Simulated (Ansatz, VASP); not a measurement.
Ti: VASP beside Ansatz

The input POSCAR:

```
Ti
1.0
    0.0000000000      2.0434441004      2.0434441004
    2.0434441004      0.0000000000      2.0434441004
    2.0434441004      2.0434441004      0.0000000000
Ti
1
Direct
    0.0000000000      0.0000000000      0.0000000000
```

The input INCAR.step1:

```
SYSTEM = Ti
ALGO     = Normal         ! electronic algorithm
EDIFF    = 1E-4           ! SCF threshold, eV
ENCUT    = 520            ! plane-wave cutoff, eV
GGA      = PE             ! functional
ISMEAR   = -1             ! smearing method
LASPH    = .TRUE.         ! aspherical terms in the spheres
LCHARG   = .FALSE.        ! write CHGCAR
LREAL    = .FALSE.        ! projectors in reciprocal space
LWAVE    = .TRUE.         ! write WAVECAR
NBANDS   = 12             ! bands
NELM     = 80             ! most SCF steps
PREC     = Accurate       ! precision mode
SIGMA    = 0.05           ! smearing width, eV
```

INCAR.step2

```
SYSTEM = Ti
ALGO     = Normal         ! electronic algorithm
EDIFF    = 1E-7           ! SCF threshold, eV
ENCUT    = 520            ! plane-wave cutoff, eV
ISIF     = 2              ! what is computed and relaxed
ISMEAR   = -1             ! smearing method
ISTART   = 1            
LASPH    = .TRUE.         ! aspherical terms in the spheres
LCHARG   = .FALSE.        ! write CHGCAR
LMIXTAU  = .TRUE.       
LREAL    = .FALSE.        ! projectors in reciprocal space
LWAVE    = .FALSE.        ! write WAVECAR
METAGGA  = R2SCAN         ! meta-GGA
NBANDS   = 12             ! bands
NELM     = 80             ! most SCF steps
PREC     = Accurate       ! precision mode
SIGMA    = 0.05           ! smearing width, eV
```

File KPOINTS:

```
k-points
0
G
  11 11 11
  0 0 0
```

The input input.yaml:

```yaml
crystal:
  lattice:
    - [0.0, 2.0434441004, 2.0434441004]
    - [2.0434441004, 0.0, 2.0434441004]
    - [2.0434441004, 2.0434441004, 0.0]
  atoms:
    - { symbol: Ti, position: [0.0, 0.0, 0.0] }
hamiltonian:
  xc: r2scan
  pseudopotentials: { kind: paw }
kpoints:
  mp_grid: { grid: [11, 11, 11] }
scf:
  occupations: { method: fermi_dirac, width: 0.05 }
output:
  forces: true
  stress: true
  eigenvalues: true
```

Alike in both runs: task single point; functional r2SCAN; k mesh 11 × 11 × 11; occupations fermi-dirac, width 0.05 eV; no spin polarisation.

|  | VASP | Ansatz |
| --- | --- | --- |
| version | VASP 6.6.1 | Ansatz 0.2.0 |
| potentials or method | VASP PAW PBE potentials, release 64 (Ti_sv) | Ansatz PAW |
| plane-wave cutoff (eV) | 520 | 500 |
| valence electrons in the cell | 12 | 12 |

VASP gave:

| Property | Result |
| --- | --- |
| gap on the k mesh at the Fermi level (eV) | none |
| pressure (GPa) | 2.3 |

Question: Estimate Ansatz's values.

Answer: gap on the k mesh at the Fermi level (eV): none; pressure (GPa): 1.9.

VASP's potentials were made for PBE, not for r2SCAN. A gap of «none» marks a metal or a gap that the smearing closes. The functional is the same, so the differences come from potentials, cutoffs and numerics.
